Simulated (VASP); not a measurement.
# IrRu2 (P6_3/mmc) in VASP: further runs

Runs on IrRu2. Level: PBE. Tasks: single point, relaxation of cell and atoms.

Everything below comes from runs of VASP 6.6.1. Logs are shortened: lines on timing, memory, paths and dates and some standing lists are left out, and cuts for length are marked.

### Step 1. The cell of the first run

The structure is hexagonal, space group P6_3/mmc (No. 194). Conventional cell: a = 2.682 Å, b = 2.682 Å, c = 13.152 Å, α = 90.00°, β = 90.00°, γ = 120.00°. Within 3.5 Å of Ru (site symmetry 3m) lie 9 Ru at 2.68 Å and 3 Ir at 2.68 Å. Ir (site symmetry -6m2) has 6 Ir at 2.68 Å and 6 Ru at 2.68 Å within 3.5 Å.

### Step 2. Single point, PBE

File INCAR:

```
PREC = Accurate ; ENCUT = 520
EDIFF = 1E-6 ; ISMEAR = 0
SIGMA = 0.1 ; LREAL = F
LASPH = T ; NELM = 100
ALGO = Normal ; ISIF = 2
LWAVE = F ; LCHARG = F
GGA = PE ; NBANDS = 46
```

File KPOINTS:

```
Automatic mesh
0
Gamma
  6 6 2
```

File POSCAR:

```
IrRu2
1.0
    2.6817191400      0.0000000000      0.0000000000
   -1.3408595700      2.3224369000      0.0000000000
    0.0000000000      0.0000000000     13.1523220500
Ru Ir
4 2
Direct
    0.3333333300      0.6666666700      0.0833333300
    0.3333333300      0.6666666700      0.4166666700
    0.6666666700      0.3333333300      0.5833333300
    0.6666666700      0.3333333300      0.9166666700
    0.3333333300      0.6666666700      0.7500000000
    0.6666666700      0.3333333300      0.2500000000
```

Potentials or basis: VASP PAW PBE potentials, release 64 (Ru_pv, Ir).

On the command line:

```
$ cat potpaw_PBE.64/Ru_pv/POTCAR potpaw_PBE.64/Ir/POTCAR > POTCAR
$ mpirun -np 1 vasp_std > vasp.out
```

OUTCAR:

```text
PREC = Accurate
   ENCUT = 520
   EDIFF = 1E-6
   ISMEAR = 0
   LREAL = F
   LASPH = T
   NELM = 100
   ISIF = 2
   GGA = PE

 ion  position               nearest neighbor table
   1  0.333  0.667  0.083-   4 2.68   4 2.68   4 2.68   6 2.68   6 2.68   6 2.68
   2  0.333  0.667  0.417-   3 2.68   3 2.68   3 2.68   6 2.68   6 2.68   6 2.68
   3  0.667  0.333  0.583-   2 2.68   2 2.68   2 2.68   5 2.68   5 2.68   5 2.68
   4  0.667  0.333  0.917-   1 2.68   1 2.68   1 2.68   5 2.68   5 2.68   5 2.68
   5  0.333  0.667  0.750-   3 2.68   4 2.68   3 2.68   4 2.68   3 2.68   4 2.68
   6  0.667  0.333  0.250-   1 2.68   2 2.68   1 2.68   2 2.68   1 2.68   2 2.68

  LATTYP: Found a hexagonal cell.
 ALAT       =     2.6817191400
 C/A-ratio  =     4.9044368047

  Lattice vectors:

 A1 = (   2.6817191400,   0.0000000000,   0.0000000000)
 A2 = (  -1.3408595700,   2.3224369000,   0.0000000000)
 A3 = (   0.0000000000,   0.0000000000,  13.1523220500)

Analysis of symmetry for initial positions (statically):
=====================================================================
 Subroutine PRICEL returns:
 Original cell was already a primitive cell.

 Routine SETGRP: Setting up the symmetry group for a
 hexagonal supercell.

 Subroutine GETGRP returns: Found 24 space group operations
 (whereof 12 operations were pure point group operations)
 out of a pool of 24 trial point group operations.

The static configuration has the point symmetry D_3d.
 The point group associated with its full space group is D_6h.

Analysis of symmetry for dynamics (positions and initial velocities):
=====================================================================
 Subroutine PRICEL returns:
 Original cell was already a primitive cell.

 Routine SETGRP: Setting up the symmetry group for a
 hexagonal supercell.

 Subroutine GETGRP returns: Found 24 space group operations
 (whereof 12 operations were pure point group operations)
 out of a pool of 24 trial point group operations.

The dynamic configuration has the point symmetry D_3d.
 The point group associated with its full space group is D_6h.

 Subroutine INISYM returns: Found 24 space group operations
 (whereof 12 operations are pure point group operations),
 and found     1 'primitive' translations

----------------------------------------------------------------------------------------

                                     Primitive cell

  volume of cell :      81.9143
[... 88 lines left out ...]
   EDIFFG = 0.1E-04   stopping-criterion for IOM
   NSW    =      0    number of steps for IOM
   IBRION =     -1    ionic relax: 0-MD 1-quasi-New 2-CG
   NFREE  =      0    steps in history (QN), initial steepest desc. (CG)
   ISIF   =      2    stress and relaxation
   ISYM   =      2    0-nonsym 1-usesym 2-fastsym
   POTIM  = 0.5000    time-step for ionic-motion
   TEBEG  =    0.0;   TEEND  =   0.0 temperature during run
   PSTRESS=    0.0 pullay stress
   NELECT =      74.0000    total number of electrons
   NUPDOWN=      -1.0000    fix difference up-down
   EMIN   =  10.00;   EMAX   =-10.00  energy-range for DOS
   EFERMI =   0.00;   METHOD = LEGACY
   ISMEAR =     0;   SIGMA  =   0.10  broadening in eV -4-tet -1-fermi 0-gaus
   EFERMI_NEDOS =   21; number of points for ismear=-14 and -15
   IALGO  =     38    algorithm
   IMIX   =      4    mixing-type and parameters
     AMIX     =   0.40;   BMIX     =  1.00
     AMIX_MAG =   1.60;   BMIX_MAG =  1.00
  volume/ion in A,a.u.               =      13.65        92.13
  Fermi-wavevector in a.u.,A,eV,Ry     =   1.582579  2.990642 34.076576  2.504558
  Thomas-Fermi vector in A             =   2.682481
   LORBIT       =      0    0 simple, 1 ext, 2 COOP (PROOUT), +10 PAW based schemes
   GGA     = PE    functional components
   LHFCALC =     F    Hartree Fock is set to
   AEXX    =    0.0000 exact exchange contribution
   IVDW    =     0    specifies the selected vdW correction
   LEPSILON=     F    determine dielectric tensor
   LRPA    =     F    only Hartree local field effects (RPA)
 non-spin polarized calculation
 Gauss-broadening in eV      SIGMA  =   0.10
  energy-cutoff  :      520.00
  volume of cell :       81.91
 maximum number of plane-waves:      2235
 NGX is ok and might be reduce to    20
   NGX =  9   NGY =  9   NGZ = 49

 number of electron      74.0000001 magnetization

 Free energy of the ion-electron system (eV)
  ---------------------------------------------------
  ext. energy  EPLUGINS =         0.00000000
  ---------------------------------------------------
  free energy    TOTEN  =       -54.28737344 eV

  energy without entropy =      -54.20842784  energy(sigma->0) =      -54.24790064

 E-fermi :  12.2958     XC(G=0): -14.1266

 val. band max:       12.2795203075   @ k =   0.3333   0.1667   0.5000
 cond. band min:      12.2964460860   @ k =   0.3333   0.0000   0.0000
 fundamental gap:      0.0169257785
 Fermi energy:        12.2957609835

 k-point     1 :       0.0000    0.0000    0.0000
  band No.  band energies     occupation
      1     -31.3025      2.00000
      2     -31.2928      2.00000
      3     -30.7835      2.00000
      4     -30.7732      2.00000
      5     -30.6000      2.00000
      6     -30.6000      2.00000
[... 675 lines left out ...]
     45      19.5275      0.00000
     46      19.5275      0.00000

------------------------ aborting loop because EDIFF is reached ----------------------------------------

  FORCE on cell =-STRESS in cart. coord.  units (eV):
  Direction    XX          YY          ZZ          XY          YZ          ZX
  --------------------------------------------------------------------------------------
  -------------------------------------------------------------------------------------
  Total        9.2775655      9.2775655     -1.9766410      0.0000000      0.0000000      0.0000000
  in kB      181.4616955    181.4616954    -38.6615037      0.0000000      0.0000000      0.0000000
  external PRESSURE =     108.0872957 kB  Pullay stress =       0.0000000 kB

 VOLUME and BASIS-vectors are now :
 -----------------------------------------------------------------------------
  energy-cutoff  :      520.00
  volume of cell :       81.91
      direct lattice vectors                 reciprocal lattice vectors
     2.681719140  0.000000000  0.000000000     0.372895127  0.215291102  0.000000000
    -1.340859570  2.322436900  0.000000000     0.000000000  0.430582204  0.000000000
     0.000000000  0.000000000 13.152322050     0.000000000  0.000000000  0.076032201

 POSITION                                       TOTAL-FORCE (eV/Angst)
 -----------------------------------------------------------------------------------
     -0.00000      1.54829      1.09603        -0.000000      0.000000     -0.570235
     -0.00000      1.54829      5.48013        -0.000000      0.000000      0.570235
      1.34086      0.77415      7.67219         0.000000     -0.000000     -0.570235
      1.34086      0.77415     12.05630         0.000000     -0.000000      0.570235
     -0.00000      1.54829      9.86424         0.000000     -0.000000     -0.000000
      1.34086      0.77415      3.28808        -0.000000     -0.000000     -0.000000
 -----------------------------------------------------------------------------------
    total drift:                               -0.000009      0.000005     -0.000001

  FREE ENERGIE OF THE ION-ELECTRON SYSTEM (eV)
  ---------------------------------------------------
  free  energy   TOTEN  =       -54.2873734426 eV

  energy  without entropy=      -54.2084278391  energy(sigma->0) =      -54.24790064
```

stdout:

```text
POSCAR found type information on POSCAR RuIr
 POSCAR found :  2 types and       6 ions
 scaLAPACK will be used
 LDA part: xc-table for (Slater+PW92), standard interpolation
 POSCAR, INCAR and KPOINTS ok, starting setup
 FFT: planning ... GRIDC
 FFT: planning ... GRID_SOFT
 FFT: planning ... GRID
 WAVECAR not read
 entering main loop
```

Run time: 36 s. Hardware: 1 thread of Intel Xeon 6975P-C (Granite Rapids), shared host; peak memory 0.2 GiB.

Results:

| Quantity | Value |
| --- | --- |
| Free energy | -54.2874 eV |
| Pressure | 10.8 GPa |
| Largest force | 0.570 eV/Å |
| Band gap on the k mesh | zero (bands 37 and 38 overlap by 2.95 eV) |

Forces on the atoms (eV/Å):
```
Ru   0.000  0.000 -0.570
Ru   0.000  0.000  0.570
Ru   0.000  0.000 -0.570
Ru   0.000  0.000  0.570
Ir   0.000  0.000  0.000
Ir   0.000  0.000  0.000
```

Levels at points of the mesh, in eV from the Fermi level:
```
           k point  band 34  band 35  band 36  band 37  band 38  band 39
(0.00, 0.00, 0.00)    -2.37    -2.37    -1.67    -1.67    -0.76    -0.76
(0.50, 0.00, 0.00)     0.90     1.24     1.25     1.34     1.43     1.47
(0.00, 0.00, 0.50)    -2.49    -1.34    -1.34    -1.34    -1.34    -0.74
(0.50, 0.00, 0.50)    -0.09     0.88     0.88     1.33     1.33     1.51
```

Caveat: the k points lie up to 0.45 Å⁻¹ apart, too coarse for converged energies and pressures of a metal; spin-orbit coupling is left out, which moves the levels of the heavy elements.

### Step 3. Single point, PBE

This run uses another cell than the first one, of 14.07 Å³/atom.

File INCAR:

```
SYSTEM = IrRu2
ALGO = Normal
EDIFF = 1E-6
ENCUT = 520
GGA = PE
ISIF = 2
ISMEAR = 0
LASPH = .TRUE.
LCHARG = .FALSE.
LREAL = .FALSE.
LWAVE = .FALSE.
NBANDS = 46
NELM = 80
PREC = Accurate
SIGMA = 0.1
```

File KPOINTS:

```
k-points
0
G
  6 6 2
  0 0 0
```

File POSCAR:

```
IrRu2
1.0
    2.7607266411      0.0000000000      0.0000000000
   -1.3803633205      2.3908594041      0.0000000000
    0.0000000000      0.0000000000     12.7868336055
Ru Ir
4 2
Direct
    0.3333333333      0.6666666667      0.0811344041
    0.3333333333      0.6666666667      0.4188655959
    0.6666666667      0.3333333333      0.5811344041
    0.6666666667      0.3333333333      0.9188655959
    0.3333333333      0.6666666667      0.7500000000
    0.6666666667      0.3333333333      0.2500000000
```

Potentials or basis: VASP PAW PBE potentials, release 64 (Ru_pv, Ir).

On the command line:

```
$ cat potpaw_PBE.64/Ru_pv/POTCAR potpaw_PBE.64/Ir/POTCAR > POTCAR
$ mpirun -np 1 vasp_std > vasp.out
```

It took 31 s on 1 thread of Intel Xeon 6975P-C (Granite Rapids), shared host; peak memory 0.24 GiB.

The run converged. Its results:

- Free energy: -54.6266 eV
- Pressure: 0.0 GPa
- Largest force: 0.015 eV/Å
- Band gap on the k mesh: zero (bands 37 and 38 overlap by 2.71 eV)

Forces on the atoms (eV/Å):
```
Ru   0.000  0.000 -0.015
Ru   0.000  0.000  0.015
Ru   0.000  0.000 -0.015
Ru   0.000  0.000  0.015
Ir   0.000  0.000  0.000
Ir   0.000  0.000  0.000
```

Levels at points of the mesh, in eV from the Fermi level:
```tsv
k point	band 35	band 36	band 37	band 38	band 39	band 40
(0.00, 0.00, 0.00)	-2.07	-2.07	-1.82	-0.78	-0.78	-0.66
(0.50, 0.00, 0.00)	0.94	1.02	1.09	1.10	1.18	1.29
(0.00, 0.00, 0.50)	-1.59	-1.59	-1.59	-1.59	-0.18	-0.18
(0.50, 0.00, 0.50)	0.71	0.71	1.12	1.12	1.16	1.16
```

Caveat: the k points lie up to 0.44 Å⁻¹ apart, too coarse for converged energies and pressures of a metal; spin-orbit coupling is left out, which moves the levels of the heavy elements.

### Step 4. Relaxation of cell and atoms, PBE

File INCAR:

```
SYSTEM = IrRu2
PREC = Accurate
ENCUT = 600
EDIFF = 1E-7
ISMEAR = 0
SIGMA = 0.1
LREAL = .False.
LASPH = .True.
NELM = 80
ALGO = Normal
ISIF = 3
LWAVE = .False.
LCHARG = .False.
GGA = PE
IBRION = 2
NSW = 90
EDIFFG = -0.04
```

File KPOINTS:

```
regular mesh
0
Gamma
  6 6 2
  0 0 0
```

File POSCAR:

```
IrRu2
1.0
    2.6817191400      0.0000000000      0.0000000000
   -1.3408595700      2.3224369000      0.0000000000
    0.0000000000      0.0000000000     13.1523220500
Ru Ir
4 2
Direct
    0.3333333300      0.6666666700      0.0833333300
    0.3333333300      0.6666666700      0.4166666700
    0.6666666700      0.3333333300      0.5833333300
    0.6666666700      0.3333333300      0.9166666700
    0.3333333300      0.6666666700      0.7500000000
    0.6666666700      0.3333333300      0.2500000000
```

Potentials or basis: VASP PAW PBE potentials, release 64 (Ru_pv, Ir).

On the command line:

```
$ cat potpaw_PBE.64/Ru_pv/POTCAR potpaw_PBE.64/Ir/POTCAR > POTCAR
$ mpirun -np 1 vasp_std > vasp.out
```

OUTCAR:

```text
SYSTEM = IrRu2
   PREC = Accurate
   ENCUT = 600
   EDIFF = 1E-7
   ISMEAR = 0
   LREAL = .False.
   LASPH = .True.
   NELM = 80
   ISIF = 3
   GGA = PE
   IBRION = 2
   NSW = 90
   EDIFFG = -0.04

 ion  position               nearest neighbor table
   1  0.333  0.667  0.083-   4 2.68   4 2.68   4 2.68   6 2.68   6 2.68   6 2.68
   2  0.333  0.667  0.417-   3 2.68   3 2.68   3 2.68   6 2.68   6 2.68   6 2.68
   3  0.667  0.333  0.583-   2 2.68   2 2.68   2 2.68   5 2.68   5 2.68   5 2.68
   4  0.667  0.333  0.917-   1 2.68   1 2.68   1 2.68   5 2.68   5 2.68   5 2.68
   5  0.333  0.667  0.750-   3 2.68   4 2.68   3 2.68   4 2.68   3 2.68   4 2.68
   6  0.667  0.333  0.250-   1 2.68   2 2.68   1 2.68   2 2.68   1 2.68   2 2.68

  LATTYP: Found a hexagonal cell.
 ALAT       =     2.6817191400
 C/A-ratio  =     4.9044368047

  Lattice vectors:

 A1 = (   2.6817191400,   0.0000000000,   0.0000000000)
 A2 = (  -1.3408595700,   2.3224369000,   0.0000000000)
 A3 = (   0.0000000000,   0.0000000000,  13.1523220500)

Analysis of symmetry for initial positions (statically):
=====================================================================
 Subroutine PRICEL returns:
 Original cell was already a primitive cell.

 Routine SETGRP: Setting up the symmetry group for a
[... 172 lines left out ...]

  FORCE on cell =-STRESS in cart. coord.  units (eV):
  Direction    XX          YY          ZZ          XY          YZ          ZX
  --------------------------------------------------------------------------------------
  -------------------------------------------------------------------------------------
  Total        9.2778942      9.2778942     -1.9764969     -0.0000000      0.0000000      0.0000000
  in kB      181.4681236    181.4681234    -38.6586846     -0.0000000      0.0000000      0.0000000
  external PRESSURE =     108.0925208 kB  Pullay stress =       0.0000000 kB
[... 101 lines left out ...]
  FREE ENERGIE OF THE ION-ELECTRON SYSTEM (eV)
  ---------------------------------------------------
  free  energy   TOTEN  =       -54.5357918014 eV

  energy  without entropy=      -54.4655604455  energy(sigma->0) =      -54.50067612

[... ionic steps 4 to 7 ...]

--------------------------------------- Ionic step        8  -------------------------------------------

 number of electron      74.0000013 magnetization

------------------------ aborting loop because EDIFF is reached ----------------------------------------
[... 75 lines left out ...]
--------------------------------------- Ionic step       10  -------------------------------------------

 number of electron      74.0000014 magnetization

 Free energy of the ion-electron system (eV)
  ---------------------------------------------------
  ext. energy  EPLUGINS =         0.00000000
  ---------------------------------------------------
  free energy    TOTEN  =       -54.62520205 eV

  energy without entropy =      -54.58256092  energy(sigma->0) =      -54.60388148

 E-fermi :  11.7642     XC(G=0): -13.9391

 val. band max:       11.7592723617   @ k =   0.1667   0.1667   0.0000
 cond. band min:      11.8106220099   @ k =   0.1667   0.0000   0.5000
 fundamental gap:      0.0513496482
 Fermi energy:        11.7641838422

 k-point     1 :       0.0000    0.0000    0.0000
  band No.  band energies     occupation
      1     -31.8972      2.00000
      2     -31.8882      2.00000
      3     -31.2898      2.00000
      4     -31.2801      2.00000
      5     -31.1969      2.00000
      6     -31.1969      2.00000
[... 680 lines left out ...]
  FREE ENERGIE OF THE ION-ELECTRON SYSTEM (eV)
  ---------------------------------------------------
  free  energy   TOTEN  =       -54.6252020473 eV

  energy  without entropy=      -54.5825609159  energy(sigma->0) =      -54.60388148

 reached required accuracy - stopping structural energy minimisation
```

OSZICAR:

```text
N       E                     dE             d eps       ncg     rms          rms(c)
DAV:   1     0.101176382783E+04    0.10118E+04   -0.45686E+04  1232   0.204E+03
[... 131 lines left out ...]
DAV:   3    -0.546262575081E+02    0.15744E-02   -0.18731E-02  1776   0.114E+00    0.271E-01
DAV:   4    -0.546251690844E+02    0.10884E-02   -0.37375E-03  1744   0.472E-01    0.408E-02
DAV:   5    -0.546251921809E+02   -0.23097E-04   -0.12791E-04  1400   0.666E-02    0.246E-02
DAV:   6    -0.546252021859E+02   -0.10005E-04   -0.14798E-05  1568   0.229E-02    0.662E-03
DAV:   7    -0.546252019597E+02    0.22617E-06   -0.59245E-06  1408   0.150E-02    0.478E-03
DAV:   8    -0.546252020649E+02   -0.10524E-06   -0.46068E-07  1180   0.600E-03    0.146E-03
DAV:   9    -0.546252020473E+02    0.17630E-07   -0.86540E-08   652   0.198E-03
  10 F= -.54625202E+02 E0= -.54603881E+02  d E =-.119686E-02
```

It took 5.2 min on 1 thread of Intel Xeon 6975P-C (Granite Rapids), shared host; peak memory 0.28 GiB.

What came out:

```yaml
Free_energy: -54.6252 eV
Relaxed_volume: 14.07 Å³/atom
Relaxed_cell: a = 2.760 Å, b = 2.760 Å, c = 12.799 Å, α = 90.00°, β = 90.00°, γ = 120.00°
Space_group_after_relaxing_to_0.1_Å: P6_3/mmc (No. 194)
Energy_gained_by_relaxing: 56.1 meV/atom
Ionic_steps: 10
Pressure_after_relaxing: -0.1 GPa
Largest_force_after_relaxing: 0.025 eV/Å
Band_gap_on_the_k_mesh: zero (bands 37 and 38 overlap by 2.71 eV)
```

Forces in eV/Å, atoms in the order of the input:
```
Ru   0.000  0.000 -0.025
Ru   0.000  0.000  0.025
Ru   0.000  0.000 -0.025
Ru   0.000  0.000  0.025
Ir   0.000  0.000  0.000
Ir   0.000  0.000  0.000
```

The path:
| step | energy change (eV) | largest force (eV/Å) | pressure (GPa) | volume (Å³) |
| --- | --- | --- | --- | --- |
| 1 | 0.0000 | 0.5699 | 10.81 | 81.91 |
| 2 | 0.4334 | 0.1197 | -24.03 | 93.09 |
| 3 | -0.2474 | 0.3873 | -5.68 | 85.94 |
| 4 | -0.2090 | 0.0866 | 5.45 | 83.38 |
| 5 | -0.3301 | 0.2389 | -1.26 | 84.76 |
| 6 | -0.3301 | 0.2342 | -1.16 | 84.74 |
| 7 | -0.3318 | 0.0080 | 2.32 | 83.81 |
| 8 | -0.3356 | 0.1108 | 0.71 | 84.23 |
| 9 | -0.3362 | 0.0327 | -0.63 | 84.57 |
| 10 | -0.3368 | 0.0253 | -0.09 | 84.43 |

Final structure:
```
CELL_PARAMETERS angstrom
2.75999 0.00000 0.00000
-1.38000 2.39023 0.00000
0.00000 0.00000 12.79873
ATOMIC_POSITIONS crystal
Ru 0.33333 0.66667 0.08117
Ru 0.33333 0.66667 0.41883
Ru 0.66667 0.33333 0.58117
Ru 0.66667 0.33333 0.91883
Ir 0.33333 0.66667 0.75000
Ir 0.66667 0.33333 0.25000
```

Caveat: the k points lie up to 0.44 Å⁻¹ apart in the final cell, too coarse for converged energies and pressures of a metal; spin-orbit coupling is left out, which moves the levels of the heavy elements.

[end of part 1 of 2]
